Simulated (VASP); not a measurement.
# Al5Cu (P4/mmm) in VASP: settings compared, part 2 of 2

VASP 6.6.1.

**6. Relaxation of cell and atoms, PBE**

This run uses another cell than the first one, of 15.50 Å³/atom.

INCAR

```
SYSTEM = Al5Cu
ALGO = Fast
EDIFF = 1E-7
EDIFFG = -0.01
ENCUT = 600
GGA = PE
IBRION = 2
ISIF = 3
ISMEAR = 0
LASPH = .TRUE.
LCHARG = .FALSE.
LREAL = .FALSE.
LWAVE = .FALSE.
NELM = 60
NSW = 100
PREC = Accurate
SIGMA = 0.1
```

KPOINTS

```
k-points
0
G
  14 14 4
  0 0 0
```

POSCAR

```
Al5Cu
1.0
    2.8579583366      0.0000000000      0.0000000000
    0.0000000000      2.8579583366      0.0000000000
    0.0000000000      0.0000000000     11.3895085251
Al Cu
5 1
Direct
    0.0000000000      0.0000000000      0.8225294255
    0.5000000000      0.5000000000      0.0000000000
    0.0000000000      0.0000000000      0.1774705745
    0.5000000000      0.5000000000      0.3543596042
    0.5000000000      0.5000000000      0.6456403958
    0.0000000000      0.0000000000      0.5000000000
```

Potentials or basis: VASP PAW PBE potentials, release 64 (Al, Cu).

On the command line:

```
cat potpaw_PBE.64/Al/POTCAR potpaw_PBE.64/Cu/POTCAR > POTCAR
mpirun -np 1 vasp_std > vasp.out
```

OUTCAR:

```text
SYSTEM = Al5Cu
   EDIFF = 1E-7
   EDIFFG = -0.01
   ENCUT = 600
   GGA = PE
   IBRION = 2
   ISIF = 3
   ISMEAR = 0
   LASPH = .TRUE.
   LREAL = .FALSE.
   NELM = 60
   NSW = 100
   PREC = Accurate

 ion  position               nearest neighbor table
   1  0.000  0.000  0.823-   5 2.85   5 2.85   5 2.85   5 2.85   2 2.86   2 2.86   2 2.86   2 2.86

   2  0.500  0.500  0.000-   1 2.86   3 2.86   1 2.86   3 2.86   1 2.86   3 2.86   1 2.86   3 2.86

   3  0.000  0.000  0.177-   4 2.85   4 2.85   4 2.85   4 2.85   2 2.86   2 2.86   2 2.86   2 2.86

   4  0.500  0.500  0.354-   6 2.61   6 2.61   6 2.61   6 2.61   3 2.85   3 2.85   3 2.85   3 2.85
                             5 3.32
   5  0.500  0.500  0.646-   6 2.61   6 2.61   6 2.61   6 2.61   1 2.85   1 2.85   1 2.85   1 2.85
                             4 3.32
   6  0.000  0.000  0.500-   4 2.61   5 2.61   4 2.61   5 2.61   4 2.61   5 2.61   4 2.61   5 2.61

  LATTYP: Found a simple tetragonal cell.
 ALAT       =     2.8579583366
 C/A-ratio  =     3.9851905394

  Lattice vectors:

 A1 = (   2.8579583366,   0.0000000000,   0.0000000000)
 A2 = (   0.0000000000,   2.8579583366,   0.0000000000)
 A3 = (   0.0000000000,   0.0000000000,  11.3895085251)

Analysis of symmetry for initial positions (statically):
=====================================================================
 Subroutine PRICEL returns:
 Original cell was already a primitive cell.

 Routine SETGRP: Setting up the symmetry group for a
 simple tetragonal supercell.

 Subroutine GETGRP returns: Found 16 space group operations
 (whereof 16 operations were pure point group operations)
 out of a pool of 16 trial point group operations.

The static configuration has the point symmetry D_4h.

Analysis of symmetry for dynamics (positions and initial velocities):
=====================================================================
 Subroutine PRICEL returns:
 Original cell was already a primitive cell.

 Routine SETGRP: Setting up the symmetry group for a
 simple tetragonal supercell.

 Subroutine GETGRP returns: Found 16 space group operations
 (whereof 16 operations were pure point group operations)
[... 153 lines left out ...]
 number of electron      25.9999989 magnetization

 Free energy of the ion-electron system (eV)
  ---------------------------------------------------
  ext. energy  EPLUGINS =         0.00000000
  ---------------------------------------------------
  free energy    TOTEN  =       -22.76136569 eV

  energy without entropy =      -22.74887809  energy(sigma->0) =      -22.75512189

------------------------ aborting loop because EDIFF is reached ----------------------------------------

  FORCE on cell =-STRESS in cart. coord.  units (eV):
  Direction    XX          YY          ZZ          XY          YZ          ZX
  --------------------------------------------------------------------------------------
  -------------------------------------------------------------------------------------
  Total       -0.2642940     -0.2642940      1.0646358      0.0000000      0.0000000      0.0000000
  in kB       -4.5517776     -4.5517776     18.3355890      0.0000000      0.0000000      0.0000000
  external PRESSURE =       3.0773446 kB  Pullay stress =       0.0000000 kB
[... 101 lines left out ...]
  FREE ENERGIE OF THE ION-ELECTRON SYSTEM (eV)
  ---------------------------------------------------
  free  energy   TOTEN  =       -22.7868397025 eV

  energy  without entropy=      -22.7756346815  energy(sigma->0) =      -22.78123719

[... ionic steps 4 to 9 ...]

--------------------------------------- Ionic step       10  -------------------------------------------

 number of electron      26.0000004 magnetization

------------------------ aborting loop because EDIFF is reached ----------------------------------------
[... 75 lines left out ...]
--------------------------------------- Ionic step       12  -------------------------------------------

 number of electron      26.0000003 magnetization

 Free energy of the ion-electron system (eV)
  ---------------------------------------------------
  ext. energy  EPLUGINS =         0.00000000
  ---------------------------------------------------
  free energy    TOTEN  =       -22.78952354 eV

  energy without entropy =      -22.77897286  energy(sigma->0) =      -22.78424820

 E-fermi :   8.1654     XC(G=0): -10.5546

 val. band max:        8.1474130993   @ k =   0.2857   0.2857   0.2500
 cond. band min:       8.1733209560   @ k =   0.5000   0.4286   0.2500
 fundamental gap:      0.0259078567
 Fermi energy:         8.1654494737

 k-point     1 :       0.0000    0.0000    0.0000
  band No.  band energies     occupation
      1      -2.9509      2.00000
      2      -1.9256      2.00000
      3      -1.7766      2.00000
      4       1.2510      2.00000
      5       1.3828      2.00000
      6       3.8216      2.00000
[... 457 lines left out ...]
      4       3.3805      2.00000
      5       3.7366      2.00000
      6       4.1146      2.00000
[... 9 lines left out ...]
     16       9.9208      0.00000
     17      10.3631      0.00000

 [... further k-points ...]
[... 5 lines left out ...]
  --------------------------------------------------------------------------------------
  -------------------------------------------------------------------------------------
  Total        0.0194785      0.0194785     -0.0016997      0.0000000      0.0000000      0.0000000
  in kB        0.3343192      0.3343192     -0.0291730      0.0000000      0.0000000      0.0000000
  external PRESSURE =       0.2131551 kB  Pullay stress =       0.0000000 kB
[... 21 lines left out ...]
  FREE ENERGIE OF THE ION-ELECTRON SYSTEM (eV)
  ---------------------------------------------------
  free  energy   TOTEN  =       -22.7895235380 eV

  energy  without entropy=      -22.7789728560  energy(sigma->0) =      -22.78424820

 reached required accuracy - stopping structural energy minimisation
```

Wall time 24 min (1 thread of Oxide Virtual Turin-like, shared host); peak memory 0.35 GiB.

Results:

```yaml
Free_energy: -22.7895 eV
Relaxed_volume: 15.56 Å³/atom
Relaxed_cell: a = 2.828 Å, b = 2.828 Å, c = 11.675 Å, α = 90.00°, β = 90.00°, γ = 90.00°
Space_group_after_relaxing_to_0.1_Å: P4/mmm (No. 123)
Energy_gained_by_relaxing: 4.7 meV/atom
Ionic_steps: 12
Pressure_after_relaxing: 0.0 GPa
Largest_force_after_relaxing: 0.007 eV/Å
```

Forces in eV/Å, atoms in the order of the input:
```
Al   0.000  0.000 -0.007
Al   0.000  0.000  0.000
Al   0.000  0.000  0.007
Al   0.000  0.000 -0.003
Al   0.000  0.000  0.003
Cu   0.000  0.000  0.000
```

Step by step:
| step | energy change (eV) | largest force (eV/Å) | pressure (GPa) | volume (Å³) |
| --- | --- | --- | --- | --- |
| 1 | 0.0000 | 0.1355 | 0.31 | 93.03 |
| 2 | -0.0191 | 0.0775 | -0.10 | 93.43 |
| 3 | -0.0255 | 0.0213 | -0.62 | 94.03 |
| 4 | -0.0275 | 0.0381 | 0.23 | 93.09 |
| 5 | -0.0276 | 0.0347 | -0.07 | 93.28 |
| 6 | -0.0278 | 0.0375 | 0.16 | 93.22 |
| 7 | -0.0278 | 0.0368 | 0.09 | 93.25 |
| 8 | -0.0278 | 0.0366 | 0.12 | 93.27 |
| 9 | -0.0281 | 0.0207 | 0.03 | 93.30 |
| 10 | -0.0281 | 0.0114 | 0.00 | 93.32 |
| 11 | -0.0281 | 0.0126 | 0.02 | 93.32 |
| 12 | -0.0282 | 0.0066 | 0.02 | 93.35 |

Final structure:
```yaml
crystal:
  lattice:
    - [2.82765, 0.00000, 0.00000]
    - [0.00000, 2.82765, 0.00000]
    - [0.00000, 0.00000, 11.67497]
  atoms:
    - { symbol: Al, position: [0.00000, 0.00000, 0.82374] }
    - { symbol: Al, position: [0.50000, 0.50000, 0.00000] }
    - { symbol: Al, position: [0.00000, 0.00000, 0.17626] }
    - { symbol: Al, position: [0.50000, 0.50000, 0.35439] }
    - { symbol: Al, position: [0.50000, 0.50000, 0.64561] }
    - { symbol: Cu, position: [0.00000, 0.00000, 0.50000] }
```

Levels at points of the mesh, in eV from the Fermi level:
```csv
k point,band 9,band 10,band 11,band 12,band 13,band 14,band 15,band 16,band 17
"(0.00, 0.00, 0.00)",-3.53,-3.17,-2.15,-0.31,5.49,5.72,6.05,6.05,6.39
"(0.50, 0.00, 0.00)",-3.61,-3.44,-2.86,-2.48,-2.33,-1.37,-1.31,2.17,3.02
"(0.50, 0.50, 0.00)",-1.56,-1.47,-1.47,-1.12,-1.11,-0.41,-0.34,0.43,1.27
"(0.00, 0.00, 0.50)",-3.53,-3.36,-3.17,1.66,2.77,5.72,6.21,6.21,6.42
"(0.50, 0.00, 0.50)",-3.74,-3.61,-3.44,-3.05,-2.26,-0.24,0.06,0.40,1.19
"(0.50, 0.50, 0.50)",-2.35,-1.17,-1.15,-0.38,-0.26,-0.23,-0.23,-0.06,-0.06
```

Caveat: the highest band is partly filled, so the run has too few bands.

**7. Summary**

```tsv
task	level	cell	cutoff (eV)	gap on the mesh (eV)	pressure (GPa)	largest force (eV/Å)
single point	PBE	a = 2.829, b = 2.829, c = 11.662 Å, 6 atoms, atomic positions A	520	none	-0.1	0.02
single point	PBEsol	a = 2.829, b = 2.829, c = 11.662 Å, 6 atoms, atomic positions A	520	none	-2.3	0.12
single point	r2SCAN	a = 2.829, b = 2.829, c = 11.662 Å, 6 atoms, atomic positions A	520	none	-3.5	0.04
relaxation of cell and atoms	PBE	relaxed from a = 2.858, b = 2.858, c = 11.390 Å, 6 atoms, atomic positions B	600	-	0.0	0.01
```

Alike in all rows: potentials or basis VASP PAW PBE potentials, release 64 (Al, Cu); no spin polarisation; k mesh 14 × 14 × 4; smearing gaussian 0.1 eV.

The pressure there spans -3.5 GPa (r2SCAN) to -0.1 GPa (PBE); a positive pressure means that this level wants a larger cell, a negative one a smaller.

Caveats: the PAW data sets were made with another functional, which shifts forces and pressure a little (at least some runs); the cell stands under tension (at least some runs); the highest band is partly filled, so the run has too few bands (at least some runs).

Absolute energies hang on the potentials; compare differences alone.

The gap in the log of VASP goes by the Fermi energy; the results here count the filled bands.